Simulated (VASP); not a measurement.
# KI (Fm-3m) in VASP: G0W0 quasiparticle levels with PBE

Aim: the G0W0 quasiparticle levels of KI with PBE.

Program: VASP 6.6.1. These are calculated values, not measurements. Logs are shortened: lines on timing, memory, paths and dates and some standing lists are left out, and cuts for length are marked.

### Step 1. The cell of the first run

Symmetry: Fm-3m, No. 225, cubic system. Conventional cell: a = 7.089 Å, b = 7.089 Å, c = 7.089 Å, α = 90.00°, β = 90.00°, γ = 90.00°. K (site symmetry m-3m) has 6 I at 3.54 Å within 4.7 Å. Within 4.7 Å of I (site symmetry m-3m) lie 6 K at 3.54 Å.

### Step 2. G0W0 quasiparticle levels, PBE

Input file POSCAR:

```
KI
1.0
    0.0000000000      3.5445661589      3.5445661589
    3.5445661589      0.0000000000      3.5445661589
    3.5445661589      3.5445661589      0.0000000000
K I
1 1
Direct
    0.0000000000      0.0000000000      0.0000000000
    0.5000000000      0.5000000000      0.5000000000
```

Input file INCAR.step1:

```
PREC = Accurate
ENCUT = 500
EDIFF = 1E-8
ISMEAR = 0
SIGMA = 0.01
LREAL = False
LASPH = True
NELM = 80
ALGO = Normal
LWAVE = True
LCHARG = False
GGA = PE
```

Input file INCAR.step2:

```
PREC = Accurate
ENCUT = 500
EDIFF = 1E-8
ISMEAR = 0
SIGMA = 0.01
LREAL = False
LASPH = True
NELM = 1
ALGO = Exact
LWAVE = True
LCHARG = False
GGA = PE
NBANDS = 273
LOPTICS = True
ISTART = 1
```

Input file INCAR.step3:

```
PREC = Accurate
ENCUT = 500
EDIFF = 1E-8
ISMEAR = 0
SIGMA = 0.01
LREAL = False
LASPH = True
ALGO = EVGW0
LWAVE = False
LCHARG = False
GGA = PE
NELMGW = 1
NBANDS = 273
ENCUTGW = 120.0
NOMEGA = 48
PRECFOCK = Fast
ISTART = 1
NBANDSGW = 16
```

Input file KPOINTS:

```
regular mesh
0
Gamma
  4 4 4
```

Potentials or basis: VASP PAW PBE potentials, release 64 (K_sv_GW, I_GW).

Launch:

```
$ cat potpaw_PBE.64/K_sv_GW/POTCAR potpaw_PBE.64/I_GW/POTCAR > POTCAR
$ cp INCAR.step1 INCAR
$ mpirun -np 1 vasp_std > vasp.out
$ cp INCAR.step2 INCAR
$ mpirun -np 1 vasp_std > vasp.out
$ cp INCAR.step3 INCAR
$ mpirun -np 1 vasp_std > vasp.out
```

OUTCAR:

```text
PREC = Accurate
   ENCUT = 500
   EDIFF = 1E-8
   ISMEAR = 0
   LREAL = False
   LASPH = True
   GGA = PE
   NELMGW = 1
   ENCUTGW = 120.0
   PRECFOCK = Fast
   ISTART = 1

 ion  position               nearest neighbor table
   1  0.000  0.000  0.000-   2 3.54   2 3.54   2 3.54   2 3.54   2 3.54   2 3.54
   2  0.500  0.500  0.500-   1 3.54   1 3.54   1 3.54   1 3.54   1 3.54   1 3.54

  LATTYP: Found a face centered cubic cell.
 ALAT       =     7.0891323178

  Lattice vectors:

 A1 = (   0.0000000000,   3.5445661589,   3.5445661589)
 A2 = (   3.5445661589,   0.0000000000,   3.5445661589)
 A3 = (   3.5445661589,   3.5445661589,   0.0000000000)

Analysis of symmetry for initial positions (statically):
[... 33 lines left out ...]
                                     Primitive cell

  volume of cell :      89.0675

  direct lattice vectors                    reciprocal lattice vectors
     0.000000000  3.544566159  3.544566159    -0.141060987  0.141060987  0.141060987
     3.544566159  0.000000000  3.544566159     0.141060987 -0.141060987  0.141060987
     3.544566159  3.544566159  0.000000000     0.141060987  0.141060987 -0.141060987

  length of vectors
     5.012773535  5.012773535  5.012773535     0.244324796  0.244324796  0.244324796

  position of ions in fractional coordinates (direct lattice)
[... 8 lines left out ...]
----------------------------------------------------------------------------------------

 KPOINTS: regular mesh

Automatic generation of k-mesh.
 Grid dimensions read from file:
 generate k-points for:    4    4    4

 Generating k-lattice:

  Cartesian coordinates                     Fractional coordinates (reciprocal lattice)
    -0.035265247  0.035265247  0.035265247     0.250000000  0.000000000  0.000000000
     0.035265247 -0.035265247  0.035265247     0.000000000  0.250000000  0.000000000
     0.035265247  0.035265247 -0.035265247     0.000000000  0.000000000  0.250000000

  Length of vectors
     0.061081199  0.061081199  0.061081199

  Shift w.r.t. Gamma in fractional coordinates (k-lattice)
     0.000000000  0.000000000  0.000000000

 Subroutine IBZKPT returns following result:
 ===========================================

 Found      8 irreducible k-points:

 Following reciprocal coordinates:
            Coordinates               Weight
  0.000000  0.000000  0.000000      1.000000
  0.250000  0.000000  0.000000      8.000000
  0.500000  0.000000  0.000000      4.000000
  0.250000  0.250000  0.000000      6.000000
  0.500000  0.250000  0.000000     24.000000
 -0.250000  0.250000  0.000000     12.000000
  0.500000  0.500000  0.000000      3.000000
 -0.250000  0.500000  0.250000      6.000000
   k-points           NKPTS =      8   k-points in BZ     NKDIM =     64   number of bands    NBANDS=    273
   number of dos      NEDOS =    301   number of ions     NIONS =      2
   total plane-waves  NPLWV =  64000
   dimension x,y,z NGX =    40 NGY =   40 NGZ =   40
   dimension x,y,z NGXF=    80 NGYF=   80 NGZF=   80
   ions per type =               1   1
   NGX,Y,Z   is equivalent  to a cutoff of  13.27, 13.27, 13.27 a.u.
   NGXF,Y,Z  is equivalent  to a cutoff of  26.53, 26.53, 26.53 a.u.
 SYSTEM =  unknown system
   PREC   = accura    normal or accurate (medium, high low for compatibility)
   ISTART =      1    job   : 0-new  1-cont  2-samecut
   ICHARG =      0    charge: 1-file 2-atom 10-const
   ISPIN  =      1    spin polarized calculation?
   LNONCOLLINEAR =      F non collinear calculations
   LSORBIT =      F    spin-orbit coupling
   LASPH  =      T    aspherical Exc in radial PAW
   ENCUT  =  500.0 eV  36.75 Ry    6.06 a.u.   9.14  9.14  9.14*2*pi/ulx,y,z
   NELM   =     60;   NELMIN=  2; NELMDL=  0     # of ELM steps
   EDIFF  = 0.1E-07   stopping-criterion for ELM
   LREAL  =      F    real-space projection
   EDIFFG = 0.1E-06   stopping-criterion for IOM
   NSW    =      0    number of steps for IOM
   IBRION =     -1    ionic relax: 0-MD 1-quasi-New 2-CG
   NFREE  =      0    steps in history (QN), initial steepest desc. (CG)
   ISIF   =      0    stress and relaxation
   ISYM   =      3    0-nonsym 1-usesym 2-fastsym
   POTIM  = 0.5000    time-step for ionic-motion
   TEBEG  =    0.0;   TEEND  =   0.0 temperature during run
   PSTRESS=    0.0 pullay stress
   NELECT =      16.0000    total number of electrons
   NUPDOWN=      -1.0000    fix difference up-down
   EMIN   =  10.00;   EMAX   =-10.00  energy-range for DOS
   EFERMI =   0.00;   METHOD = LEGACY
   ISMEAR =     0;   SIGMA  =   0.01  broadening in eV -4-tet -1-fermi 0-gaus
   EFERMI_NEDOS =   21; number of points for ismear=-14 and -15
   IALGO  =     38    algorithm
   IMIX   =      4    mixing-type and parameters
     AMIX     =   0.40;   BMIX     =  1.00
     AMIX_MAG =   1.60;   BMIX_MAG =  1.00
  volume/ion in A,a.u.               =      44.53       300.53
  Fermi-wavevector in a.u.,A,eV,Ry     =   0.923723  1.745583 11.609363  0.853264
  Thomas-Fermi vector in A             =   2.049391
   LORBIT       =      0    0 simple, 1 ext, 2 COOP (PROOUT), +10 PAW based schemes
   GGA     = PE    functional components
   LHFCALC =     T    Hartree Fock is set to
   PRECFOCK=fast      Normal, Fast or Accurate (Low or Medium for compatibility)
   ENCUT4O =  -1.0   cutoff for four orbital integrals eV
   NKREDX  =     1    reduce k-point grid by
   NKREDY  =     1    reduce k-point grid by
   NKREDZ  =     1    reduce k-point grid by
   AEXX    =    1.0000 exact exchange contribution
   HFSCREEN=    0.0000 screening length (either q_TF or 0.3 A-1)
   HFSCREENC=   0.0000 screening length for correlation (either q_TF or 0.3 A-1)
   ENCUTFOCK=  -1.0 apply spherical cutoff to Coloumb kernel
   IVDW    =     0    specifies the selected vdW correction
   LEPSILON=     F    determine dielectric tensor
   LRPA    =     F    only Hartree local field effects (RPA)
   LRPAFORCE           =     F    calculate RPA forces
   ENCUTGW             = 120.0    cutoff for response function in eV
   ENCUTGWSOFT         =  96.0    soft cutoff for Coulomb kernel in GW response function in eV
   ENCUTLF             =  -1.0    cutoff for local field effects
   NELMGW              =     1    number of iterations in solving QP/BSE equation
   NELMHF              =     1    number of iterations in the inner HF iteration
   NKREDLFX            =     1    NKREDLFY  =   1   NKREDLFZ  =   1
 non-spin polarized calculation
 Gauss-broadening in eV      SIGMA  =   0.01
  energy-cutoff  :      500.00
  volume of cell :       89.07
 maximum number of plane-waves:      2276
 NGX is ok and might be reduce to    40
  NGX = 20; NGY = 20; NGZ = 20
   NGX = 19   NGY = 19   NGZ = 19
 maximum number of plane-waves:       283
 NGX is ok and might be reduce to    18

 QP shifts <psi_nk| G(iteration)W_0 |psi_nk>: iteration 1
 for sc-GW calculations column KS-energies equals QP-energies in previous step
 and V_xc(KS)=  KS-energies - (<T + V_ion + V_H > + <T+V_H+V_ion>^1  + <V_x>^1)

 k-point   1 :       0.0000    0.0000    0.0000
  band No.  KS-energies  QP-energies   sigma(KS)   V_xc(KS)     V^pw_x(r,r')   Z            occupation Imag(sigma)

      1     -28.0590     -29.7920     -21.3488     -18.5275     -30.7423       0.6142       2.0000       0.7608
      2     -11.5453     -14.4330     -21.4405     -17.7837     -24.6265       0.7897       2.0000       0.1675
      3     -11.5453     -14.4330     -21.4405     -17.7837     -24.6265       0.7897       2.0000       0.1675
      4     -11.5453     -14.4330     -21.4405     -17.7837     -24.6265       0.7897       2.0000       0.1675
      5     -10.0326     -11.5293     -14.0521     -12.1078     -18.9677       0.7698       2.0000       1.3958
      6       0.4545      -1.2083     -13.1668     -11.0749     -14.2119       0.7949       2.0000       0.1007
[... 8 lines left out ...]
     15      10.2286      10.3939      -4.3303      -4.5378      -0.8862       0.7967       0.0000      -0.2417
     16      13.0811      13.7538      -6.4944      -7.3529      -2.4130       0.7836       0.0000      -0.3366

 k-point   2 :       0.2500    0.0000    0.0000
  band No.  KS-energies  QP-energies   sigma(KS)   V_xc(KS)     V^pw_x(r,r')   Z            occupation Imag(sigma)

      1     -28.0581     -29.7942     -21.3492     -18.5296     -30.7440       0.6157       2.0000       0.7607
      2     -11.6191     -14.3950     -21.0164     -17.4175     -24.3185       0.7713       2.0000       0.2316
      3     -11.5465     -14.4300     -21.4362     -17.7810     -24.6218       0.7889       2.0000       0.1662
      4     -11.5465     -14.4300     -21.4362     -17.7810     -24.6218       0.7889       2.0000       0.1662
      5      -9.8969     -11.4313     -14.5135     -12.5462     -19.2978       0.7800       2.0000       1.3151
      6      -0.2910      -2.0241     -12.3152     -10.1138     -13.4658       0.7873       2.0000       0.1134
[... 8 lines left out ...]
     15      10.6850      12.0524      -7.2857      -9.0018      -3.5509       0.7968       0.0000      -0.2005
     16      11.4501      13.1781      -8.1120     -10.2907      -4.2985       0.7931       0.0000      -0.2146

 k-point   3 :       0.5000    0.0000    0.0000
  band No.  KS-energies  QP-energies   sigma(KS)   V_xc(KS)     V^pw_x(r,r')   Z            occupation Imag(sigma)

      1     -28.0571     -29.8000     -21.3497     -18.5317     -30.7458       0.6185       2.0000       0.7606
      2     -11.6837     -14.3888     -20.7116     -17.1524     -24.0980       0.7600       2.0000       0.2762
      3     -11.5477     -14.4244     -21.4321     -17.7783     -24.6172       0.7873       2.0000       0.1648
      4     -11.5477     -14.4244     -21.4321     -17.7783     -24.6172       0.7873       2.0000       0.1648
      5      -9.7679     -11.3355     -14.8599     -12.8906     -19.5444       0.7960       2.0000       1.2530
      6      -0.8412      -2.6538     -11.9476      -9.6275     -13.2495       0.7813       2.0000       0.1307
[... 8 lines left out ...]
     15       9.7123      10.8313      -7.2447      -8.6444      -3.4842       0.7994       0.0000      -0.1855
     16      10.4958      12.8910      -9.4668     -12.4867      -5.6774       0.7931       0.0000      -0.1757

 k-point   4 :       0.2500    0.2500    0.0000
  band No.  KS-energies  QP-energies   sigma(KS)   V_xc(KS)     V^pw_x(r,r')   Z            occupation Imag(sigma)

      1     -28.0578     -29.7965     -21.3495     -18.5303     -30.7446       0.6167       2.0000       0.7610
      2     -11.5993     -14.3958     -21.1344     -17.5183     -24.4002       0.7734       2.0000       0.2109
      3     -11.5541     -14.4308     -21.4200     -17.7607     -24.6070       0.7862       2.0000       0.1692
      4     -11.5541     -14.4308     -21.4200     -17.7607     -24.6070       0.7862       2.0000       0.1692
      5      -9.9063     -11.4190     -14.4007     -12.4531     -19.2133       0.7767       2.0000       1.3346
      6      -0.3131      -2.0485     -12.3437     -10.1356     -13.5142       0.7859       2.0000       0.1149
[... 8 lines left out ...]
     15      10.5259      12.5865      -8.8513     -11.4496      -5.0473       0.7930       0.0000      -0.1817
     16      11.2857      12.8718      -7.7436      -9.7358      -4.0297       0.7961       0.0000      -0.2041

 k-point   5 :       0.5000    0.2500    0.0000
  band No.  KS-energies  QP-energies   sigma(KS)   V_xc(KS)     V^pw_x(r,r')   Z            occupation Imag(sigma)

      1     -28.0568     -29.8095     -21.3501     -18.5324     -30.7462       0.6220       2.0000       0.7612
      2     -11.6301     -14.4135     -21.0160     -17.4076     -24.3104       0.7714       2.0000       0.2287
      3     -11.5634     -14.4300     -21.3933     -17.7332     -24.5815       0.7832       2.0000       0.1700
      4     -11.5553     -14.4279     -21.4157     -17.7576     -24.6022       0.7853       2.0000       0.1678
      5      -9.8291     -11.3601     -14.5415     -12.6062     -19.3082       0.7911       2.0000       1.3083
      6      -0.5581      -2.3427     -12.2372      -9.9612     -13.4884       0.7841       2.0000       0.1218
[... 8 lines left out ...]
     15      10.1796      12.1769      -8.6024     -11.1064      -4.9427       0.7976       0.0000      -0.1708
     16      10.4695      11.7455      -7.4344      -9.0327      -3.8264       0.7983       0.0000      -0.1877

 k-point   6 :      -0.2500    0.2500    0.0000
  band No.  KS-energies  QP-energies   sigma(KS)   V_xc(KS)     V^pw_x(r,r')   Z            occupation Imag(sigma)

      1     -28.0571     -29.7981     -21.3498     -18.5317     -30.7457       0.6178       2.0000       0.7609
      2     -11.6412     -14.3886     -20.9162     -17.3304     -24.2446       0.7662       2.0000       0.2447
      3     -11.5648     -14.4267     -21.3934     -17.7309     -24.5816       0.7814       2.0000       0.1714
      4     -11.5478     -14.4217     -21.4319     -17.7779     -24.6171       0.7865       2.0000       0.1648
      5      -9.8192     -11.3709     -14.6541     -12.7005     -19.3937       0.7943       2.0000       1.2893
      6      -0.5521      -2.3284     -12.1650      -9.9041     -13.3934       0.7857       2.0000       0.1215
[... 8 lines left out ...]
     15      10.1339      11.9423      -8.5211     -10.7967      -4.7641       0.7947       0.0000      -0.1802
     16      10.5660      12.9181      -9.3996     -12.3715      -5.6107       0.7914       0.0000      -0.1754

 k-point   7 :       0.5000    0.5000    0.0000
  band No.  KS-energies  QP-energies   sigma(KS)   V_xc(KS)     V^pw_x(r,r')   Z            occupation Imag(sigma)

      1     -28.0565     -29.8106     -21.3506     -18.5330     -30.7467       0.6226       2.0000       0.7618
      2     -11.5887     -14.4539     -21.3343     -17.6633     -24.5250       0.7805       2.0000       0.1768
      3     -11.5629     -14.4339     -21.3993     -17.7370     -24.5873       0.7839       2.0000       0.1708
      4     -11.5629     -14.4339     -21.3993     -17.7370     -24.5873       0.7839       2.0000       0.1708
      5      -9.8939     -11.3765     -14.1658     -12.2743     -19.0295       0.7838       2.0000       1.3733
      6      -0.5275      -2.3280     -12.4070     -10.1143     -13.6903       0.7853       2.0000       0.1215
[... 8 lines left out ...]
     15      10.0027      12.2446      -8.5241     -11.3115      -4.8909       0.8043       0.0000      -0.1661
     16      11.5656      12.1555      -6.4820      -7.2350      -2.5820       0.7834       0.0000      -0.3071

 k-point   8 :      -0.2500    0.5000    0.2500
  band No.  KS-energies  QP-energies   sigma(KS)   V_xc(KS)     V^pw_x(r,r')   Z            occupation Imag(sigma)

      1     -28.0565     -29.8136     -21.3504     -18.5330     -30.7467       0.6237       2.0000       0.7614
      2     -11.5928     -14.3914     -21.1708     -17.5528     -24.4294       0.7735       2.0000       0.2054
      3     -11.5757     -14.4386     -21.3667     -17.7004     -24.5561       0.7809       2.0000       0.1737
      4     -11.5757     -14.4386     -21.3667     -17.7004     -24.5561       0.7809       2.0000       0.1737
      5      -9.8388     -11.3431     -14.4325     -12.5155     -19.2260       0.7847       2.0000       1.3268
      6      -0.2610      -2.0162     -12.5624     -10.3298     -13.7690       0.7861       2.0000       0.1145
[... 8 lines left out ...]
     15      10.3822      12.5601      -9.1896     -11.9339      -5.4067       0.7936       0.0000      -0.1789
     16      10.7418      12.0970      -7.5013      -9.2179      -3.7482       0.7895       0.0000      -0.2270
```

Run time: 12 min. Hardware: 1 thread of Intel Xeon Platinum 8259CL at 2.50GHz (Skylake/Cascade Lake), shared host; peak memory 1.2 GiB.

Results:

| Quantity | Value |
| --- | --- |
| Band gap on the k mesh, mean-field level | 3.93 eV, direct |
| Quasiparticle gap | 6.12 eV |
| Least direct quasiparticle gap | 6.12 eV |

Caveat: bands, screening cutoff and mesh are small and nothing is extrapolated, so the quasiparticle values aren't converged; spin-orbit coupling is left out, which moves the levels of the heavy elements.
